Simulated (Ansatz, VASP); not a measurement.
# Two plane-wave programs on TlCl

Contents of POSCAR:

```
TlCl
1.0
    3.7936346943      0.0000000000      0.0000000000
    0.0000000000      3.7936346943      0.0000000000
    0.0000000000      0.0000000000      3.7936346943
Tl Cl
1 1
Direct
    0.0000000000      0.0000000000      0.0000000000
    0.5000000000      0.5000000000      0.5000000000
```

INCAR.step1

```
ALGO = Normal
EDIFF = 1E-5
ENCUT = 550
GGA = PE
GGA_COMPAT = False
ISMEAR = 0
LASPH = True
LCHARG = False
LREAL = False
LWAVE = True
NBANDS = 17
NELM = 120
PREC = Accurate
SIGMA = 0.01
```

File INCAR.step2:

```
ALGO = Normal
EDIFF = 1E-6
ENCUT = 550
GGA_COMPAT = False
ISIF = 2
ISMEAR = 0
ISTART = 1
LASPH = True
LCHARG = True
LELF = True
LMIXTAU = True
LREAL = False
LVHAR = True
LWAVE = False
METAGGA = R2SCAN
NBANDS = 17
NELM = 120
PREC = Accurate
SIGMA = 0.01
```

Contents of KPOINTS:

```
k-points
0
Gamma
  6 6 6
```

Input for Ansatz:

```yaml
crystal:
  lattice:
    - [3.7936346943, 0.0, 0.0]
    - [0.0, 3.7936346943, 0.0]
    - [0.0, 0.0, 3.7936346943]
  atoms:
    - { symbol: Tl, position: [0.0, 0.0, 0.0] }
    - { symbol: Cl, position: [0.5, 0.5, 0.5] }
kpoints:
  mp_grid: { grid: [6, 6, 6] }
  band_path:
    path:
      - [0.0, 0.0, 0.0]
      - [0.0, 0.5, 0.0]
      - [0.5, 0.5, 0.0]
      - [0.5, 0.5, 0.5]
      - [0.0, 0.0, 0.5]
    npoints: 1
hamiltonian:
  xc: r2scan
scf:
  occupations: { method: fixed }
  n_extra_bands: 4
output:
  forces: true
  stress: true
  eigenvalues: true
  write_density: true
  write_potential: true
  elf: true
  volumetric_format: npy
```

Alike in both runs: task single point; functional r2SCAN; k mesh 6 × 6 × 6; no spin polarisation.

|  | VASP | Ansatz |
| --- | --- | --- |
| version | VASP 6.6.1 | Ansatz 0.2.0 |
| potentials or method | VASP PAW PBE potentials, release 64 (Tl_d, Cl) | plane waves, PAW |
| plane-wave cutoff (eV) | 550 | 500 |
| occupations | gaussian, width 0.01 eV | fixed |
| valence electrons in the cell | 20 | 20 |

```csv
,VASP,Ansatz,Ansatz less VASP
gap on the k mesh at the Fermi level (eV),2.43,2.42,-0.008
pressure (GPa),1.0,1.1,+0.06
```

VASP's potentials were made for PBE, not for r2SCAN.

Spin-orbit coupling is off throughout.
